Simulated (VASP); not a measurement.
Write the native input for VASP 6.6.1 that does the following.

* Task: single point
* Functional: PBE
* Dispersion: D3(BJ)
* Potentials or basis: VASP PAW PBE potentials, release 64 (Fe, Co)
* Cutoff: 600 eV
* k mesh: 14 × 14 × 14
* Occupations: gaussian, width 0.1 eV
* Spin: collinear spin, ferromagnetic start
* Starting moments: [3.09, 2.02] μB
* Dipole correction: no
* Further INCAR settings: ALGO = Normal; EDIFF = 1e-06; NBANDS = 20

The structure of FeCo lies in POSCAR:

```
FeCo
1.0
    2.8198065637      0.0000000000      0.0000000000
    0.0000000000      2.8198065637      0.0000000000
    0.0000000000      0.0000000000      2.8198065637
Fe Co
1 1
Direct
    0.5000000000      0.5000000000      0.5000000000
    0.0000000000      0.0000000000      0.0000000000
```

These files were run (other wordings do the same):

INCAR

```
SYSTEM = FeCo
ALGO = Normal
EDIFF = 1E-6
ENCUT = 600
GGA = PE
GGA_COMPAT = .FALSE.
ISIF = 2
ISMEAR = 0
ISPIN = 2
IVDW = 12
LASPH = .TRUE.
LCHARG = .FALSE.
LMAXMIX = 4
LORBIT = 11
LREAL = .FALSE.
LWAVE = .FALSE.
MAGMOM = 3.09 2.02
NBANDS = 20
NELM = 200
PREC = Accurate
SIGMA = 0.1
```

KPOINTS

```
k-points
0
G
  14 14 14
  0 0 0
```

Potentials or basis: VASP PAW PBE potentials, release 64 (Fe, Co).

Command:

```console
$ cat potpaw_PBE.64/Fe/POTCAR potpaw_PBE.64/Co/POTCAR > POTCAR
$ mpirun -np 1 vasp_std > vasp.out
```

It gave:

```
Pressure                                              : -0.7 GPa
Net moment                                            : 4.51 μB per cell
Site moments                                          : Fe +2.76; Co +1.76 μB
Valence electrons inside the program's atomic spheres : Fe 7.21; Co 8.28
Dispersion energy per atom                            : -0.382 eV
```

Run time: 48 s on 1 thread of Intel(R) Xeon(R) Platinum 8488C (Sapphire Rapids) (shared host), peak memory 0.24 GiB.
